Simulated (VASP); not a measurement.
Input of a VASP 6.6.1 run:

File INCAR:

```
SYSTEM = SnSe
  PREC = Accurate
  ENCUT = 520
  EDIFF = 1E-6
  ISMEAR = 0
  SIGMA = 0.02
  LREAL = .False.
  LASPH = .True.
  NELM = 60
  ALGO = Normal
  ISIF = 2
  LWAVE = .False.
  LCHARG = .True.
  GGA = PE
  IVDW = 12
  LELF = .True.
  LVHAR = .True.
  NBANDS = 28
```

Contents of KPOINTS:

```
Automatic mesh
0
Gamma
  6 6 6
  0 0 0
```

Contents of POSCAR:

```
SnSe
1.0
    4.2638155977      0.0000000000      0.0000000000
    0.0000000000      4.2638155977      0.0000000000
    0.0000000000      0.0000000000      6.0302208182
Sn Se
2 2
Direct
    0.5000000000      0.0000000000      0.2500887140
    0.0000000000      0.5000000000      0.7499112860
    0.5000000000      0.0000000000      0.7499351865
    0.0000000000      0.5000000000      0.2500648135
```

Potentials or basis: VASP PAW PBE potentials, release 64 (Sn_d, Se).

Run with:

```sh
$ cat potpaw_PBE.64/Sn_d/POTCAR potpaw_PBE.64/Se/POTCAR > POTCAR
$ mpirun -np 1 vasp_std > vasp.out
```

Problem. Predict the band gap on the k mesh.

Solution. 0.39 eV.

Problem. Estimate the pressure.

Solution. -1.5 GPa.

Problem. Predict the dispersion energy per atom.

Solution. -0.351 eV.

Caveat: semilocal functionals underestimate gaps, and a narrow one can read as zero; spin-orbit coupling is left out, which moves the levels of the heavy elements. A k mesh can miss the band edges.
